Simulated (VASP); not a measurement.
Set up this calculation in VASP 6.6.1, as the native input.

- Task: single point
- Functional: PBE
- Potentials or basis: VASP PAW PBE potentials, release 64 (Na_pv, In_d, H)
- Cutoff: 520 eV
- k mesh: 3 × 3 × 6
- Occupations: gaussian, width 0.1 eV
- Spin: no spin polarisation
- Dipole correction: no
- Further INCAR settings: ALGO = Normal; EDIFF = 1e-07; NBANDS = 33

The structure of NaIn3H2 lies in POSCAR:

```
NaIn3H2
1.0
    5.9589820600      0.0000000000      0.0000000000
   -2.9794910300      5.1606298500      0.0000000000
    0.0000000000      0.0000000000      3.4671607300
Na In H
1 3 2
Direct
    0.0000000000      0.0000000000      0.0000000000
    0.5000000000      0.0000000000      0.5000000000
    0.5000000000      0.5000000000      0.5000000000
    0.0000000000      0.5000000000      0.5000000000
    0.3333333300      0.6666666700      0.0000000000
    0.6666666700      0.3333333300      0.0000000000
```

The input as run:

INCAR

```
PREC = Accurate
ENCUT = 520
EDIFF = 1E-7
ISMEAR = 0
SIGMA = 0.1
LREAL = False
LASPH = True
NELM = 100
ALGO = Normal
ISIF = 2
LWAVE = False
LCHARG = False
GGA = PE
NBANDS = 33
```

KPOINTS

```
regular mesh
0
Gamma
  3 3 6
```

Potentials or basis: VASP PAW PBE potentials, release 64 (Na_pv, In_d, H).

Command:

```sh
$ cat potpaw_PBE.64/Na_pv/POTCAR potpaw_PBE.64/In_d/POTCAR potpaw_PBE.64/H/POTCAR > POTCAR
$ mpirun -np 1 vasp_std > vasp.out
```

Results of the run:

| Item | Value |
| --- | --- |
| Pressure | 5.9 GPa |
| Band gap on the k mesh | zero (band 24 reaches 6.61 eV, above the bottom of band 25 at 4.88 eV) |

Caveat: the k points lie up to 0.41 Å⁻¹ apart; spin-orbit coupling is left out, which moves the levels of the heavy elements.

Wall time 58 s on 1 thread of Intel(R) Xeon(R) Platinum 8488C (Sapphire Rapids), with other jobs on the host, peak memory 0.24 GiB.
